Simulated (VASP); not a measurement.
# Mn (Pm-3m) in VASP: a series of runs

Mn is run at these levels: RPBE; tasks: single point.

Everything below comes from runs of VASP 6.6.1. Logs are shortened: lines on timing, memory, paths and dates and some standing lists are left out, and cuts for length are marked.

## Step 1: The cell of the first run

Symmetry: Pm-3m, No. 221, cubic system. The conventional cell has a = 2.271 Å, b = 2.271 Å, c = 2.271 Å, α = 90.00°, β = 90.00°, γ = 90.00°. Within 3.0 Å of Mn (site symmetry m-3m) lie 6 Mn at 2.27 Å.

## Step 2: Single point, RPBE (volume scaled by 0.96)

The input, INCAR:

```
PREC = Accurate
ENCUT = 520
EDIFF = 1E-7
ISMEAR = -1
SIGMA = 0.1
LREAL = False
LASPH = True
NELM = 60
ALGO = Normal
ISIF = 2
LWAVE = False
LCHARG = False
GGA = RP
NBANDS = 12
```

The input, KPOINTS:

```
regular mesh
0
Gamma
  15 15 15
```

The input, POSCAR:

```
Mn
1.0
    2.2713608822      0.0000000000      0.0000000000
    0.0000000000      2.2713608822      0.0000000000
    0.0000000000      0.0000000000      2.2713608822
Mn
1
Direct
    0.0000000000      0.0000000000      0.0000000000
```

Potentials or basis: VASP PAW PBE potentials, release 64 (Mn_pv).

Launch:

```
cat potpaw_PBE.64/Mn_pv/POTCAR > POTCAR
mpirun -np 1 vasp_std > vasp.out
```

OUTCAR:

```text
PREC = Accurate
   ENCUT = 520
   EDIFF = 1E-7
   ISMEAR = -1
   LREAL = False
   LASPH = True
   NELM = 60
   ISIF = 2
   GGA = RP

 ion  position               nearest neighbor table
   1  0.000  0.000  0.000-

  LATTYP: Found a simple cubic cell.
 ALAT       =     2.2713608822

  Lattice vectors:

 A1 = (   2.2713608822,   0.0000000000,   0.0000000000)
 A2 = (   0.0000000000,   2.2713608822,   0.0000000000)
 A3 = (   0.0000000000,   0.0000000000,   2.2713608822)

Analysis of symmetry for initial positions (statically):
=====================================================================
 Subroutine PRICEL returns:
 Original cell was already a primitive cell.

 Routine SETGRP: Setting up the symmetry group for a
 simple cubic supercell.

 Subroutine GETGRP returns: Found 48 space group operations
 (whereof 48 operations were pure point group operations)
 out of a pool of 48 trial point group operations.

The static configuration has the point symmetry O_h .

Analysis of symmetry for dynamics (positions and initial velocities):
=====================================================================
 Subroutine PRICEL returns:
 Original cell was already a primitive cell.

 Routine SETGRP: Setting up the symmetry group for a
 simple cubic supercell.

 Subroutine GETGRP returns: Found 48 space group operations
 (whereof 48 operations were pure point group operations)
 out of a pool of 48 trial point group operations.

The dynamic configuration has the point symmetry O_h .

 Subroutine INISYM returns: Found 48 space group operations
 (whereof 48 operations are pure point group operations),
 and found     1 'primitive' translations

----------------------------------------------------------------------------------------

                                     Primitive cell

  volume of cell :      11.7181

  direct lattice vectors                    reciprocal lattice vectors
     2.271360882  0.000000000  0.000000000     0.440264692  0.000000000  0.000000000
     0.000000000  2.271360882  0.000000000     0.000000000  0.440264692  0.000000000
     0.000000000  0.000000000  2.271360882     0.000000000  0.000000000  0.440264692

  length of vectors
     2.271360882  2.271360882  2.271360882     0.440264692  0.440264692  0.440264692

  position of ions in fractional coordinates (direct lattice)
     0.000000000  0.000000000  0.000000000

  ion indices of the primitive-cell ions
   primitive index   ion index
                 1           1

----------------------------------------------------------------------------------------

 KPOINTS: regular mesh

Automatic generation of k-mesh.
 Grid dimensions read from file:
 generate k-points for:   15   15   15

 Generating k-lattice:

  Cartesian coordinates                     Fractional coordinates (reciprocal lattice)
     0.029350979  0.000000000  0.000000000     0.066666667  0.000000000  0.000000000
     0.000000000  0.029350979  0.000000000     0.000000000  0.066666667  0.000000000
     0.000000000  0.000000000  0.029350979     0.000000000  0.000000000  0.066666667

  Length of vectors
     0.029350979  0.029350979  0.029350979

  Shift w.r.t. Gamma in fractional coordinates (k-lattice)
     0.000000000  0.000000000  0.000000000

 Subroutine IBZKPT returns following result:
 ===========================================

 Found    120 irreducible k-points:

 Following reciprocal coordinates:
            Coordinates               Weight
  0.000000  0.000000  0.000000      1.000000
  0.066667  0.000000  0.000000      6.000000
  0.133333  0.000000  0.000000      6.000000
  0.200000  0.000000  0.000000      6.000000
  0.266667  0.000000  0.000000      6.000000
  0.333333  0.000000  0.000000      6.000000
[... 16 lines left out ...]
  0.266667  0.200000  0.000000     24.000000
  0.333333  0.200000  0.000000     24.000000
 [... further k-points ...]
   k-points           NKPTS =    120   k-points in BZ     NKDIM =    120   number of bands    NBANDS=     12
   number of dos      NEDOS =    301   number of ions     NIONS =      1
   total plane-waves  NPLWV =   5832
   dimension x,y,z NGX =    18 NGY =   18 NGZ =   18
   dimension x,y,z NGXF=    36 NGYF=   36 NGZF=   36
   ions per type =               1
   NGX,Y,Z   is equivalent  to a cutoff of  13.17, 13.17, 13.17 a.u.
   NGXF,Y,Z  is equivalent  to a cutoff of  26.35, 26.35, 26.35 a.u.
 SYSTEM =  unknown system
   PREC   = accura    normal or accurate (medium, high low for compatibility)
   ISTART =      0    job   : 0-new  1-cont  2-samecut
   ICHARG =      2    charge: 1-file 2-atom 10-const
   ISPIN  =      1    spin polarized calculation?
   LNONCOLLINEAR =      F non collinear calculations
   LSORBIT =      F    spin-orbit coupling
   LASPH  =      T    aspherical Exc in radial PAW
   ENCUT  =  520.0 eV  38.22 Ry    6.18 a.u.   4.22  4.22  4.22*2*pi/ulx,y,z
   NELM   =     60;   NELMIN=  2; NELMDL= -5     # of ELM steps
   EDIFF  = 0.1E-06   stopping-criterion for ELM
   LREAL  =      F    real-space projection
   EDIFFG = 0.1E-05   stopping-criterion for IOM
   NSW    =      0    number of steps for IOM
   IBRION =     -1    ionic relax: 0-MD 1-quasi-New 2-CG
   NFREE  =      0    steps in history (QN), initial steepest desc. (CG)
   ISIF   =      2    stress and relaxation
   ISYM   =      2    0-nonsym 1-usesym 2-fastsym
   POTIM  = 0.5000    time-step for ionic-motion
   TEBEG  =    0.0;   TEEND  =   0.0 temperature during run
   PSTRESS=    0.0 pullay stress
   NELECT =      13.0000    total number of electrons
   NUPDOWN=      -1.0000    fix difference up-down
   EMIN   =  10.00;   EMAX   =-10.00  energy-range for DOS
   EFERMI =   0.00;   METHOD = LEGACY
   ISMEAR =    -1;   SIGMA  =   0.10  broadening in eV -4-tet -1-fermi 0-gaus
   EFERMI_NEDOS =   21; number of points for ismear=-14 and -15
   IALGO  =     38    algorithm
   IMIX   =      4    mixing-type and parameters
     AMIX     =   0.40;   BMIX     =  1.00
     AMIX_MAG =   1.60;   BMIX_MAG =  1.00
  volume/ion in A,a.u.               =      11.72        79.08
  Fermi-wavevector in a.u.,A,eV,Ry     =   1.694740  3.202595 39.077898  2.872144
  Thomas-Fermi vector in A             =   2.775911
   LORBIT       =      0    0 simple, 1 ext, 2 COOP (PROOUT), +10 PAW based schemes
   GGA     = RP    functional components
   LHFCALC =     F    Hartree Fock is set to
   AEXX    =    0.0000 exact exchange contribution
   IVDW    =     0    specifies the selected vdW correction
   LEPSILON=     F    determine dielectric tensor
   LRPA    =     F    only Hartree local field effects (RPA)
 non-spin polarized calculation
  energy-cutoff  :      520.00
  volume of cell :       11.72
 maximum number of plane-waves:       324
 NGX is ok and might be reduce to    18
   NGX =  9   NGY =  9   NGZ =  9

 number of electron      13.0000028 magnetization

 Free energy of the ion-electron system (eV)
  ---------------------------------------------------
  ext. energy  EPLUGINS =         0.00000000
  ---------------------------------------------------
  free energy    TOTEN  =        -7.53629758 eV

  energy without entropy =       -7.47553580  energy(sigma->0) =       -7.50591669

 E-fermi :   9.8167     XC(G=0): -13.2582

 val. band max:        9.8027431642   @ k =   0.4000   0.0000   0.0000
 cond. band min:       9.8185203466   @ k =   0.4000   0.0667   0.0000
 fundamental gap:      0.0157771824
 Fermi energy:         9.8167242147

 k-point     1 :       0.0000    0.0000    0.0000
  band No.  band energies     occupation
      1     -37.9822      2.00000
      2     -37.9822      2.00000
      3     -37.9822      2.00000
      4       1.7170      2.00000
      5       6.0526      2.00000
      6       6.0526      2.00000
      7      11.4980      0.00000
      8      11.4980      0.00000
      9      11.4980      0.00000
     10      30.3901      0.00000
     11      30.3901      0.00000
     12      30.3901      0.00000

 k-point     2 :       0.0667    0.0000    0.0000
  band No.  band energies     occupation
      1     -38.0229      2.00000
      2     -37.9788      2.00000
      3     -37.9788      2.00000
      4       1.8645      2.00000
      5       6.0824      2.00000
      6       6.1522      2.00000
      7      11.4065      0.00000
      8      11.4065      0.00000
      9      11.5051      0.00000
     10      28.9113      0.00000
     11      30.6104      0.00000
     12      30.6104      0.00000

 k-point     3 :       0.1333    0.0000    0.0000
  band No.  band energies     occupation
      1     -38.1371      2.00000
      2     -37.9690      2.00000
      3     -37.9690      2.00000
      4       2.2923      2.00000
      5       6.1677      2.00000
      6       6.4411      2.00000
      7      11.1545      0.00000
      8      11.1545      0.00000
      9      11.5252      0.00000
     10      26.3067      0.00000
     11      31.2498      0.00000
     12      31.2498      0.00000

 k-point     4 :       0.2000    0.0000    0.0000
  band No.  band energies     occupation
      1     -38.3034      2.00000
      2     -37.9545      2.00000
      3     -37.9545      2.00000
      4       2.9585      2.00000
      5       6.2958      2.00000
      6       6.8873      2.00000
      7      10.8001      0.00011
      8      10.8001      0.00011
      9      11.5550      0.00000
     10      23.6697      0.00000
     11      32.2535      0.00000
     12      32.2535      0.00000

 k-point     5 :       0.2667    0.0000    0.0000
  band No.  band energies     occupation
      1     -38.4919      2.00000
      2     -37.9380      2.00000
      3     -37.9380      2.00000
      4       3.7950      2.00000
      5       6.4465      2.00000
      6       7.4314      2.00000
      7      10.4147      0.00505
      8      10.4147      0.00505
      9      11.5893      0.00000
     10      21.2460      0.00000
     11      33.5543      0.00000
     12      33.5544      0.00000

 k-point     6 :       0.3333    0.0000    0.0000
  band No.  band energies     occupation
      1     -38.6697      2.00000
      2     -37.9221      2.00000
      3     -37.9221      2.00000
      4       4.7040      2.00000
      5       6.5947      2.00000
      6       7.9834      2.00000
      7      10.0649      0.15435
      8      10.0649      0.15434
      9      11.6222      0.00000
     10      19.1631      0.00000
     11      33.0761      0.00000
     12      35.0881      0.00000

 k-point     7 :       0.4000    0.0000    0.0000
  band No.  band energies     occupation
      1     -38.8069      2.00000
      2     -37.9096      2.00000
      3     -37.9096      2.00000
      4       5.5360      2.00000
      5       6.7133      2.00000
      6       8.4317      2.00000
      7       9.8027      1.06981
      8       9.8027      1.06979
      9      11.6481      0.00000
     10      17.5692      0.00000
     11      32.6144      0.00000
     12      36.7947      0.00000

 k-point     8 :       0.4667    0.0000    0.0000
  band No.  band energies     occupation
      1     -38.8815      2.00000
      2     -37.9028      2.00000
      3     -37.9028      2.00000
      4       6.0656      2.00000
      5       6.7794      2.00000
      6       8.6775      1.99998
      7       9.6631      1.64588
      8       9.6631      1.64587
      9      11.6623      0.00000
     10      16.6736      0.00000
     11      32.3601      0.00000
     12      36.8363      0.00000
[... 166 lines left out ...]
 k-point    20 :       0.4000    0.1333    0.0000
  band No.  band energies     occupation
      1     -38.7864      2.00000
      2     -38.0565      2.00000
      3     -37.8970      2.00000
      4       5.8889      2.00000
      5       7.0249      2.00000
      6       7.8256      2.00000
      7       9.8633      0.77112
      8      10.6292      0.00059
      9      11.3518      0.00000
     10      17.7883      0.00000
     11      30.2270      0.00000
     12      34.6763      0.00000

 k-point    21 :       0.4667    0.1333    0.0000
  band No.  band energies     occupation
      1     -38.8603      2.00000
      2     -38.0489      2.00000
      3     -37.8903      2.00000
      4       6.4680      2.00000
      5       7.1748      2.00000
      6       7.4940      2.00000
      7       9.7266      1.42236
      8      11.1019      0.00001
      9      11.3694      0.00000
     10      16.7074      0.00000
     11      30.7319      0.00000
     12      35.0097      0.00000

 k-point    22 :       0.2000    0.2000    0.0000
  band No.  band energies     occupation
      1     -38.2826      2.00000
      2     -38.2567      2.00000
      3     -37.9274      2.00000
      4       4.0505      2.00000
      5       6.7736      2.00000
      6       7.4981      2.00000
      7      10.1680      0.05791
      8      10.8065      0.00010
      9      10.9767      0.00002
     10      24.1063      0.00000
     11      25.7561      0.00000
     12      34.0122      0.00000

 k-point    23 :       0.2667    0.2000    0.0000
  band No.  band energies     occupation
      1     -38.4555      2.00000
      2     -38.2484      2.00000
      3     -37.9112      2.00000
      4       4.7265      2.00000
      5       6.9206      2.00000
      6       7.9717      2.00000
      7      10.0348      0.20304
      8      10.5054      0.00204
      9      10.9632      0.00002
     10      22.1074      0.00000
     11      26.1093      0.00000
     12      35.1448      0.00000

 k-point    24 :       0.3333    0.2000    0.0000
  band No.  band energies     occupation
      1     -38.6295      2.00000
      2     -38.2295      2.00000
      3     -37.8956      2.00000
      4       5.4102      2.00000
      5       7.0070      2.00000
      6       8.2166      2.00000
      7      10.1788      0.05212
      8      10.3940      0.00621
      9      11.0053      0.00001
     10      19.9185      0.00000
     11      27.0211      0.00000
     12      34.6506      0.00000

 [... further k-points ...]
[... 5 lines left out ...]
  --------------------------------------------------------------------------------------
  -------------------------------------------------------------------------------------
  Total        0.6576074      0.6576074      0.6576074     -0.0000000     -0.0000000      0.0000000
  in kB       89.9122442     89.9122442     89.9122442     -0.0000000     -0.0000000      0.0000000
  external PRESSURE =      89.9122442 kB  Pullay stress =       0.0000000 kB

 VOLUME and BASIS-vectors are now :
 -----------------------------------------------------------------------------
  energy-cutoff  :      520.00
  volume of cell :       11.72
      direct lattice vectors                 reciprocal lattice vectors
     2.271360882  0.000000000  0.000000000     0.440264692  0.000000000  0.000000000
     0.000000000  2.271360882  0.000000000     0.000000000  0.440264692  0.000000000
     0.000000000  0.000000000  2.271360882     0.000000000  0.000000000  0.440264692

 POSITION                                       TOTAL-FORCE (eV/Angst)
 -----------------------------------------------------------------------------------
      0.00000      0.00000      0.00000         0.000000      0.000000      0.000000
 -----------------------------------------------------------------------------------
    total drift:                                0.000000      0.000000      0.000000

  FREE ENERGIE OF THE ION-ELECTRON SYSTEM (eV)
  ---------------------------------------------------
  free  energy   TOTEN  =        -7.5362975816 eV

  energy  without entropy=       -7.4755358036  energy(sigma->0) =       -7.50591669
```

Wall time 13 s (1 thread of Intel Xeon Platinum 8259CL at 2.50GHz (Skylake/Cascade Lake), shared host); peak memory 0.12 GiB.

Results:

- Free energy: -7.5363 eV
- Pressure: 9.0 GPa

Levels at points of the mesh, in eV from the Fermi level:
```csv
k point,band 2,band 3,band 4,band 5,band 6,band 7,band 8,band 9,band 10,band 11
"(0.00, 0.00, 0.00)",-47.80,-47.80,-8.10,-3.76,-3.76,1.68,1.68,1.68,20.57,20.57
```

Caveat: the cell differs from its parent crystal (volume scaled by 0.96); the PAW data sets were made with another functional, which shifts forces and pressure a little; the run has no spin polarisation, though such a crystal can be magnetic. Spin polarisation is off, so any magnetic state and its effect on volume and gap are missing.

## Step 3: Single point, RPBE

This run uses another cell than the first one, of 12.21 Å³/atom, 1.042 times its volume.

The input, INCAR:

```
PREC = Accurate
ENCUT = 520
EDIFF = 1E-6
ISMEAR = -1
SIGMA = 0.1
LREAL = F
LASPH = T
NELM = 80
ALGO = Normal
ISIF = 2
LWAVE = F
LCHARG = F
GGA = RP
NBANDS = 12
```

The input, KPOINTS:

```
Automatic mesh
0
Gamma
  15 15 15
```

The input, POSCAR:

```
Mn
1.0
    2.3024792817      0.0000000000      0.0000000000
    0.0000000000      2.3024792817      0.0000000000
    0.0000000000      0.0000000000      2.3024792817
Mn
1
Direct
    0.0000000000      0.0000000000      0.0000000000
```

Potentials or basis: VASP PAW PBE potentials, release 64 (Mn_pv).

Launch:

```
cat potpaw_PBE.64/Mn_pv/POTCAR > POTCAR
mpirun -np 1 vasp_std > vasp.out
```

Run time: 16 s. Hardware: 1 thread of Intel Xeon Platinum 8259CL at 2.50GHz (Skylake/Cascade Lake), shared host; peak memory 0.13 GiB.

Results (log left out):

```yaml
Free_energy: -7.5500 eV
Pressure: 0.2 GPa
```

Levels at points of the mesh, in eV from the Fermi level:
```
           k point  band 3  band 4  band 5  band 6  band 7  band 8  band 9  band 10
(0.00, 0.00, 0.00)  -47.81   -7.90   -3.57   -3.57    1.59    1.59    1.59    20.06
```

Caveat: the PAW data sets were made with another functional, which shifts forces and pressure a little; the run has no spin polarisation, though such a crystal can be magnetic. Spin polarisation is off, so any magnetic state and its effect on volume and gap are missing.
